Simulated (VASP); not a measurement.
# C62N (a cell with a defect) in VASP: single point with PBE

Aim: the single point of C62N (a cell with a defect) with PBE.

Program: VASP 6.6.1. These are calculated values, not measurements. Logs are shortened: lines on timing, memory, paths and dates and some standing lists are left out, and cuts for length are marked.

## Step 1: The cell of the first run

The cell holds a defect, 63 atoms: a = 7.140 Å, b = 7.140 Å, c = 7.140 Å, α = 90.00°, β = 90.00°, γ = 90.00°.

## Step 2: Single point, PBE

Input file INCAR:

```
PREC     = Accurate       # precision mode
ENCUT    = 520            # plane-wave cutoff, eV
EDIFF    = 1E-7           # SCF threshold, eV
ISMEAR   = -1             # smearing method
SIGMA    = 0.02           # smearing width, eV
LREAL    = Auto         
LASPH    = True           # aspherical terms in the spheres
NELM     = 60             # most SCF steps
ALGO     = Normal         # electronic algorithm
ISIF     = 2              # what is computed and relaxed
LWAVE    = False          # write WAVECAR
LCHARG   = False          # write CHGCAR
GGA      = PE             # functional
NBANDS   = 164            # bands
NELECT   = 254.0
```

Input file KPOINTS:

```
regular mesh
0
Gamma
  2 2 2
```

Input file POSCAR:

```
C62N
1.0
    7.1400000000      0.0000000000      0.0000000000
    0.0000000000      7.1400000000      0.0000000000
    0.0000000000      0.0000000000      7.1400000000
C N
62 1
Direct
    0.5116676471     -0.0082570028      0.0100518207
    0.6250554622      0.1222152661      0.1247445378
    0.7485985994      0.2491768908     -0.0003166667
    0.8739969188      0.3742514006      0.1246271709
    0.7525078431     -0.0003938375      0.2527908964
    0.8771518207      0.1245316527      0.3773952381
   -0.0013878151      0.0004441176      0.0009906162
    0.1245350140      0.1253588235      0.1235701681
    0.2391029412      0.2556581232      0.0051735294
    0.3720981793      0.3701277311      0.1200457983
    0.4982320728      0.4976399160     -0.0023193277
    0.6237291317      0.6229728291      0.1234459384
    0.7502645658      0.7483613445     -0.0003990196
    0.8745761905      0.8741119048      0.1257614846
    0.2500029412      0.0002184874      0.2492697479
    0.3744626050      0.1243261905      0.3747717087
    0.4987492997      0.2478359944      0.2478785714
    0.6240060224      0.3734196078      0.3733768908
    0.7491647059      0.4990005602      0.2492184874
    0.8749677871      0.6246647059      0.3747456583
    0.4992889356     -0.0002042017      0.5006152661
    0.6232175070      0.1253946779      0.6262428571
    0.7504792717      0.2491827731      0.4988035014
    0.8740747899      0.3755162465      0.6243943978
    0.7490724090      0.0002609244      0.7504074230
    0.8734394958      0.1252547619      0.8752656863
   -0.0014743697      0.5014544818      0.0000005602
    0.1251747899      0.6254518207      0.1245215686
    0.2512051821      0.7525553221     -0.0009605042
    0.3767112045      0.8770411765      0.1232404762
   -0.0009766106      0.2493794118      0.2512883754
    0.1251833333      0.3744987395      0.3749561625
    0.2504596639      0.4992138655      0.2490180672
    0.3755376751      0.6238425770      0.3738296919
    0.5002026611      0.7482166667      0.2500515406
    0.6257484594      0.8741984594      0.3751404762
    0.0033865546      0.0010523810      0.5039855742
    0.1276163866      0.1274624650      0.6312309524
    0.2513899160      0.2501333333      0.5018126050
    0.3764792717      0.3736879552      0.6265233894
    0.5003070028      0.5002795518      0.4984022409
    0.6253574230      0.6252334734      0.6246007003
    0.7510624650      0.7503355742      0.5005322129
    0.8762309524      0.8760935574      0.6264152661
    0.5099565826      0.2582949580      0.7416550420
    0.6236159664      0.3731591036      0.8724528011
    0.7511022409      0.5016595238      0.7499547619
    0.8758067227      0.6261925770      0.8750123249
    0.0005243697      0.7501082633      0.2507439776
    0.1263400560      0.8756540616      0.3761281513
    0.0001560224      0.5003855742      0.4998649860
    0.1257630252      0.6258323529      0.6252792717
    0.2511221289      0.7505301120      0.5004728291
    0.3765484594      0.8749061625      0.6241480392
   -0.0015894958      0.2519305322      0.7510396359
    0.1239988796      0.3746663866      0.8756943978
    0.2496022409      0.4998064426      0.7499156863
    0.3741742297      0.6251766106      0.8739998599
    0.4989560224      0.7514327731      0.7501432773
    0.6234882353      0.8764803922      0.8760834734
    0.0021274510      0.7526392157      0.7508603641
    0.1262070028      0.8803239496      0.8761109244
    0.2520894958      0.0188731092      0.7646246499
```

Potentials or basis: VASP PAW PBE potentials, release 64 (C, N).

Run with:

```bash
> cat potpaw_PBE.64/C/POTCAR potpaw_PBE.64/N/POTCAR > POTCAR
> mpirun -np 1 vasp_std > vasp.out
```

OUTCAR:

```text
PREC = Accurate
   ENCUT = 520
   EDIFF = 1E-7
   ISMEAR = -1
   LREAL = Auto
   LASPH = True
   NELM = 60
   ISIF = 2
   GGA = PE
   NELECT = 254.0

 ion  position               nearest neighbor table
   1  0.512  0.992  0.010-   2 1.48  60 1.49  30 1.50
   2  0.625  0.122  0.125-   1 1.48  17 1.55   3 1.55   5 1.56
   3  0.749  0.249  1.000-  26 1.54   4 1.55   2 1.55  46 1.55
   4  0.874  0.374  0.125-  19 1.54   3 1.55  27 1.55  31 1.55
   5  0.753  1.000  0.253-   6 1.54  36 1.54  14 1.54   2 1.56
   6  0.877  0.125  0.377-  23 1.54  31 1.54   5 1.54  37 1.55
   7  0.999  0.000  0.001-  62 1.54   8 1.54  14 1.55  26 1.55
   8  0.125  0.125  0.124-   9 1.50   7 1.54  15 1.55  31 1.56
   9  0.239  0.256  0.005-  10 1.50   8 1.50  56 1.50
  10  0.372  0.370  0.120-   9 1.50  11 1.55  17 1.55  33 1.57
  11  0.498  0.498  0.998-  46 1.55  58 1.55  10 1.55  12 1.55
  12  0.624  0.623  0.123-  19 1.55  35 1.55  13 1.55  11 1.55
  13  0.750  0.748  1.000-  48 1.53  12 1.55  14 1.55  60 1.56
  14  0.875  0.874  0.126-   5 1.54  49 1.55   7 1.55  13 1.55
  15  0.250  0.000  0.249-  16 1.54  50 1.55  30 1.55   8 1.55
[... 34 lines left out ...]
  50  0.126  0.876  0.376-  53 1.54  15 1.55  37 1.55  49 1.55
  51  0.000  0.500  0.500-  20 1.54  24 1.55  32 1.55  52 1.55
[... 9 lines left out ...]
  61  0.002  0.753  0.751-  44 1.54  52 1.55  48 1.55  62 1.55
  62  0.126  0.880  0.876-   7 1.54  29 1.55  61 1.55  63 1.56
  63  0.252  0.019  0.765-  38 1.52  62 1.56  54 1.69

  LATTYP: Found a simple cubic cell.
 ALAT       =     7.1400000000

  Lattice vectors:

 A1 = (   7.1400000000,   0.0000000000,   0.0000000000)
 A2 = (   0.0000000000,   7.1400000000,   0.0000000000)
 A3 = (   0.0000000000,   0.0000000000,   7.1400000000)

Analysis of symmetry for initial positions (statically):
=====================================================================
 Subroutine PRICEL returns:
 Original cell was already a primitive cell.

 Routine SETGRP: Setting up the symmetry group for a
 simple cubic supercell.

 Subroutine GETGRP returns: Found  1 space group operations
 (whereof  1 operations were pure point group operations)
 out of a pool of 48 trial point group operations.

The static configuration has the point symmetry C_1 .

Analysis of symmetry for dynamics (positions and initial velocities):
=====================================================================
 Subroutine PRICEL returns:
 Original cell was already a primitive cell.

 Routine SETGRP: Setting up the symmetry group for a
[... 215 lines left out ...]
   IBRION =     -1    ionic relax: 0-MD 1-quasi-New 2-CG
   NFREE  =      0    steps in history (QN), initial steepest desc. (CG)
   ISIF   =      2    stress and relaxation
   ISYM   =      2    0-nonsym 1-usesym 2-fastsym
   POTIM  = 0.5000    time-step for ionic-motion
   TEBEG  =    0.0;   TEEND  =   0.0 temperature during run
   PSTRESS=    0.0 pullay stress
   NELECT =     254.0000    total number of electrons
   NUPDOWN=      -1.0000    fix difference up-down
   EMIN   =  10.00;   EMAX   =-10.00  energy-range for DOS
   EFERMI =   0.00;   METHOD = LEGACY
   ISMEAR =    -1;   SIGMA  =   0.02  broadening in eV -4-tet -1-fermi 0-gaus
   EFERMI_NEDOS =   21; number of points for ismear=-14 and -15
   IALGO  =     38    algorithm
   IMIX   =      4    mixing-type and parameters
     AMIX     =   0.40;   BMIX     =  1.00
     AMIX_MAG =   1.60;   BMIX_MAG =  1.00
  volume/ion in A,a.u.               =       5.78        38.99
  Fermi-wavevector in a.u.,A,eV,Ry     =   1.452071  2.744016 28.688024  2.108510
  Thomas-Fermi vector in A             =   2.569495
   LORBIT       =      0    0 simple, 1 ext, 2 COOP (PROOUT), +10 PAW based schemes
   GGA     = PE    functional components
   LHFCALC =     F    Hartree Fock is set to
   AEXX    =    0.0000 exact exchange contribution
   IVDW    =     0    specifies the selected vdW correction
   LEPSILON=     F    determine dielectric tensor
   LRPA    =     F    only Hartree local field effects (RPA)
 non-spin polarized calculation
  energy-cutoff  :      520.00
  volume of cell :      363.99
 maximum number of plane-waves:      9808
 NGX is ok and might be reduce to    54
   NGX = 27   NGY = 27   NGZ = 27

 number of electron     253.9999994 magnetization

 Free energy of the ion-electron system (eV)
  ---------------------------------------------------
  ext. energy  EPLUGINS =         0.00000000
  ---------------------------------------------------
  free energy    TOTEN  =      -553.82706144 eV

  energy without entropy =     -553.81783541  energy(sigma->0) =     -553.82244842

 E-fermi :  11.5023     XC(G=0): -13.1780

 val. band max:       11.4778759430   @ k =   0.0000   0.0000   0.5000
 cond. band min:      11.5096936120   @ k =   0.5000   0.0000   0.0000
 fundamental gap:      0.0318176690
 Fermi energy:        11.5023449960

 k-point     1 :       0.0000    0.0000    0.0000
  band No.  band energies     occupation
      1     -12.0414      2.00000
      2     -10.0559      2.00000
      3      -9.8293      2.00000
      4      -9.8024      2.00000
      5      -9.7631      2.00000
      6      -9.7363      2.00000
[... 1125 lines left out ...]
    138      15.4043      0.00000
    139      15.4090      0.00000
 [bands above 139 left out]

------------------------ aborting loop because EDIFF is reached ----------------------------------------

  FORCE on cell =-STRESS in cart. coord.  units (eV):
  Direction    XX          YY          ZZ          XY          YZ          ZX
  --------------------------------------------------------------------------------------
  -------------------------------------------------------------------------------------
  Total       19.1157762     14.0560348     15.0177684      0.5483574      1.4782773      1.0257130
  in kB       84.1410418     61.8698082     66.1030272      2.4136800      6.5068660      4.5148341
  external PRESSURE =      70.7046257 kB  Pullay stress =       0.0000000 kB

 VOLUME and BASIS-vectors are now :
 -----------------------------------------------------------------------------
  energy-cutoff  :      520.00
  volume of cell :      363.99
      direct lattice vectors                 reciprocal lattice vectors
     7.140000000  0.000000000  0.000000000     0.140056022  0.000000000  0.000000000
     0.000000000  7.140000000  0.000000000     0.000000000  0.140056022  0.000000000
     0.000000000  0.000000000  7.140000000     0.000000000  0.000000000  0.140056022

 POSITION                                       TOTAL-FORCE (eV/Angst)
 -----------------------------------------------------------------------------------
      3.65331      7.08105      0.07177        -0.083465      0.147780     -0.020244
      4.46290      0.87262      0.89068         0.006899      0.089740      0.010667
      5.34499      1.77912      7.13774         0.048105      0.057900      0.032949
      6.24034      2.67216      0.88984         0.051861      0.034608      0.016605
      5.37291      7.13719      1.80493        -0.026714      0.083927     -0.015756
      6.26286      0.88916      2.69460        -0.051097      0.018116     -0.052552
[... 55 lines left out ...]
      0.90112      6.28551      6.25543         0.224680      0.151834     -0.560567
      1.79992      0.13475      5.45942        -1.231336     -3.672256     -2.801246
 -----------------------------------------------------------------------------------
    total drift:                               -0.008120      0.000678      0.009602

  FREE ENERGIE OF THE ION-ELECTRON SYSTEM (eV)
  ---------------------------------------------------
  free  energy   TOTEN  =      -553.8270614406 eV

  energy  without entropy=     -553.8178354065  energy(sigma->0) =     -553.82244842
```

It took 33 min on 1 thread of Intel Xeon 8259CL, shared host; peak memory 0.58 GiB.

Results:

* Free energy: -553.8271 eV
* Largest force: 4.780 eV/Å

Forces in eV/Å, atoms in the order of the input:
```
C   -0.083  0.148 -0.020
C    0.007  0.090  0.011
C    0.048  0.058  0.033
C    0.052  0.035  0.017
C   -0.027  0.084 -0.016
C   -0.051  0.018 -0.053
C    0.173  0.154 -0.106
C    0.225  0.108 -0.037
C    0.311  0.613  0.697
C   -0.018  0.281  0.295
C    0.054  0.077  0.085
C    0.025  0.062  0.035
C    0.046  0.055  0.022
C    0.094  0.058 -0.053
C    0.027  0.025 -0.010
C    0.040  0.052  0.017
C    0.030  0.090  0.073
C    0.024  0.041  0.056
C    0.014  0.026  0.012
C   -0.001  0.003  0.006
C    0.011  0.186  0.080
C    0.028  0.076  0.092
C    0.037  0.029  0.031
C    0.124 -0.026  0.045
C    0.021  0.011  0.009
C    0.046  0.026  0.029
C    0.059  0.002 -0.007
C    0.021  0.088 -0.018
C    0.057  0.059 -0.040
C    0.042  0.093 -0.026
C    0.018  0.025  0.030
C    0.021  0.004  0.101
C    0.072  0.219  0.207
C    0.000  0.200  0.204
C   -0.009  0.067  0.024
C   -0.096  0.041  0.094
C   -0.220  0.021 -0.242
C   -0.100 -0.593 -0.246
C    0.040 -0.121  0.085
C    0.053 -0.082  0.155
C   -0.023  0.011  0.077
C   -0.081  0.096  0.016
C   -0.032  0.001 -0.005
C   -0.064 -0.016 -0.051
C    0.116  0.163  0.157
C    0.109  0.123  0.062
C    0.071  0.077  0.086
C    0.064  0.052  0.001
C    0.004  0.014 -0.026
C   -0.051  0.027 -0.061
C    0.016 -0.014  0.033
C   -0.010 -0.031  0.035
C   -0.083  0.072  0.057
C   -0.762  0.846  0.814
C    0.203 -0.186  0.106
C    0.295 -0.137  0.087
C    0.042 -0.050  0.044
C    0.040  0.004  0.065
C    0.013  0.074  0.160
C    0.011  0.080  0.043
C   -0.086 -0.085 -0.010
C    0.225  0.152 -0.561
N   -1.231 -3.672 -2.801
```

Caveat: the k points lie up to 0.44 Å⁻¹ apart; the cell carries a net charge on a neutralising background, which shifts energy and pressure; the cell is charged against a uniform background, so pressure and absolute levels hang on convention.
